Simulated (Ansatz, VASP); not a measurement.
Given: the input of a run of VASP 6.6.1 on V.

INCAR

```
SYSTEM = V
  PREC = Accurate
  ENCUT = 600
  EDIFF = 1E-6
  ISMEAR = -1
  SIGMA = 0.05
  LREAL = .FALSE.
  LASPH = .TRUE.
  NELM = 150
  ALGO = Normal
  ISIF = 3
  LWAVE = .FALSE.
  LCHARG = .FALSE.
  ISPIN = 2
  MAGMOM = 2
  LORBIT = 11
  LMAXMIX = 4
  GGA = PE
  IVDW = 13
  IBRION = 2
  NSW = 80
  EDIFFG = -0.005
```

The input KPOINTS:

```
regular mesh
0
G
  12 12 12
  0 0 0
```

Contents of POSCAR:

```
V
1.0
   -1.5143500000      1.5143500000      1.5143500000
    1.5143500000     -1.5143500000      1.5143500000
    1.5143500000      1.5143500000     -1.5143500000
V
1
Direct
    0.0000000000      0.0000000000      0.0000000000
```

Potentials or basis: VASP PAW PBE potentials, release 64 (V_sv).

The run is started by

```console
$ cat potpaw_PBE.64/V_sv/POTCAR > POTCAR
$ mpirun -np 1 vasp_std > vasp.out
```

Problem. Set up the same calculation for Ansatz 0.2.0. Potentials there: all-electron LAPW, scalar-relativistic.

Solution. As run (the cutoff follows the program's own potentials):

File input.yaml:

```yaml
crystal:
  lattice:
    - [-1.51435, 1.51435, 1.51435]
    - [1.51435, -1.51435, 1.51435]
    - [1.51435, 1.51435, -1.51435]
  atoms:
    - { symbol: V, position: [0.0, 0.0, 0.0], spin: 2.0 }
kpoints:
  mp_grid: { grid: [12, 12, 12] }
scf:
  occupations: { method: fermi_dirac, width: 0.05 }
hamiltonian:
  xc: pbe
  dispersion: d4
  pseudopotentials: { kind: all_electron, lapw: { basis_error: 0.001 } }
magnetization:
  spin_polarized: true
output:
  forces: true
  stress: true
relax:
  f_tol: 0.005
  max_steps: 60
  cell: {}
```

Potentials or basis: all-electron LAPW, scalar-relativistic.

Command:

```console
$ ansatz run input.yaml --threads 2 --pin off --max-ram 6144MiB --backend cpu --events-out ev --progress --plain --runs-dir out
```

Both were run:

|  | VASP | Ansatz | Ansatz less VASP |
| --- | --- | --- | --- |
| net moment per atom (μB) | 0.00 | 0.00 | 0.000 |
| relaxed volume (Å³/atom) | 13.20 | 13.17 | -0.022 |
| relaxed cell length with the largest relative difference (Å) | 2.578 | 2.577 | -0.0014 |

Ansatz ran all-electron here, and VASP with PAW potentials.
